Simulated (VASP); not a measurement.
Wanted: the native input for a VASP 6.6.1 run.

```
Task                   : single point
Functional             : PBE
Potentials or basis    : VASP PAW PBE potentials, release 64 (Mg, O)
Cutoff                 : 520 eV
k mesh                 : 9 × 9 × 6
Occupations            : gaussian, width 0.01 eV
Spin                   : no spin polarisation
Dipole correction      : no
Further INCAR settings : ALGO = Normal; EDIFF = 1e-06; NBANDS = 16
```

The structure of MgO lies in POSCAR:

```
MgO
1.0
    3.4487384874      0.0000000000      0.0000000000
   -1.7243692437      2.9866951411      0.0000000000
    0.0000000000      0.0000000000      4.1515958975
Mg O
2 2
Direct
    0.6666666667      0.3333333333      0.7500000000
    0.3333333333      0.6666666667      0.2500000000
    0.6666666667      0.3333333333      0.2500000000
    0.3333333333      0.6666666667      0.7500000000
```

These files were run (other wordings do the same):

INCAR

```
ALGO     = Normal         # electronic algorithm
EDIFF    = 1E-6           # SCF threshold, eV
ENCUT    = 520            # plane-wave cutoff, eV
GGA      = PE             # functional
ISIF     = 2              # what is computed and relaxed
ISMEAR   = 0              # smearing method
LASPH    = True           # aspherical terms in the spheres
LCHARG   = False          # write CHGCAR
LREAL    = False          # projectors in reciprocal space
LWAVE    = False          # write WAVECAR
NBANDS   = 16             # bands
NELM     = 60             # most SCF steps
PREC     = Accurate       # precision mode
SIGMA    = 0.01           # smearing width, eV
```

KPOINTS

```
k-points
0
Gamma
  9 9 6
```

Potentials or basis: VASP PAW PBE potentials, release 64 (Mg, O).

The run is started by

```bash
$ cat potpaw_PBE.64/Mg/POTCAR potpaw_PBE.64/O/POTCAR > POTCAR
$ mpirun -np 1 vasp_std > vasp.out
```

Results of the run:

```
Pressure               : 8.2 GPa
Band gap on the k mesh : 3.58 eV
```

Caveat: the cell stands under pressure.

It took 30 s on 1 thread of Intel Xeon 8259CL, on a shared host, peak memory 0.18 GiB.
